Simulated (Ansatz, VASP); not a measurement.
# One calculation of Ba, two programs

```
Ba
1.0
     4.31161    0.00000    0.00000
    -2.15581    3.73397    0.00000
     0.00000    0.00000    3.91341
Ba
1
Cartesian
  0.0000 0.0000 0.0000
```

Alike in both runs: task single point; functional PBE; k mesh 3 × 3 × 2; occupations gaussian, width 0.1 eV; no spin polarisation.

|  | VASP | Ansatz |
| --- | --- | --- |
| version | VASP 6.6.1 | Ansatz 0.2.0 |
| potentials or method | VASP PAW PBE potentials, release 64 (Ba_sv), cutoff 500 eV | scalar-relativistic, plane waves, PAW |
| valence electrons in the cell | 10 | 10 |

VASP gave:

```
gap on the k mesh at the Fermi level (eV)                     : none
pressure (GPa)                                                : -2.3
traceless stress, the component that is largest in VASP (GPa) : -1.71
```

Question: What did Ansatz give for the same quantities?

Answer: gap on the k mesh at the Fermi level (eV): none; pressure (GPa): -2.3; traceless stress, the component that is largest in VASP (GPa): -1.68.

A gap of «none» marks a metal or a gap that the smearing closes. Ansatz's warnings: stress scf threshold loose.

The k mesh is coarse, so the values compare programs but aren't converged. Neither program's run includes spin-orbit coupling.
